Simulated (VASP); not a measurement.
Here is a VASP 6.6.1 calculation.

The input POSCAR:

```
LiH
1.0
    0.0000000000      2.0029948335      2.0029948335
    2.0029948335      0.0000000000      2.0029948335
    2.0029948335      2.0029948335      0.0000000000
Li H
1 1
Direct
    0.0000000000      0.0000000000      0.0000000000
    0.5000000000      0.5000000000      0.5000000000
```

INCAR.step1

```
PREC = Accurate
ENCUT = 520
EDIFF = 1E-5
ISMEAR = 0
SIGMA = 0.01
LREAL = False
LASPH = True
NELM = 60
ALGO = Normal
ISIF = 2
LWAVE = True
LCHARG = False
GGA = PE
NBANDS = 9
```

INCAR.step2

```
PREC = Accurate
ENCUT = 520
EDIFF = 1E-7
ISMEAR = 0
SIGMA = 0.01
LREAL = False
LASPH = True
NELM = 60
ALGO = Normal
ISIF = 2
LWAVE = False
LCHARG = False
GGA = PE
LHFCALC = True
AEXX = 0.3
HFSCREEN = 0.2078
PRECFOCK = Normal
ISTART = 1
NBANDS = 9
```

File KPOINTS:

```
Automatic mesh
0
Gamma
  6 6 6
```

Potentials or basis: VASP PAW PBE potentials, release 64 (Li_sv, H).

Launch:

```bash
$ cat potpaw_PBE.64/Li_sv/POTCAR potpaw_PBE.64/H/POTCAR > POTCAR
$ cp INCAR.step1 INCAR
$ mpirun -np 1 vasp_std > vasp.out
$ cp INCAR.step2 INCAR
$ mpirun -np 1 vasp_std > vasp.out
```

(1) What does it give for the band gap on the k mesh?

Results:

(1) 4.18 eV.

Caveat: the k points lie up to 0.45 Å⁻¹ apart.
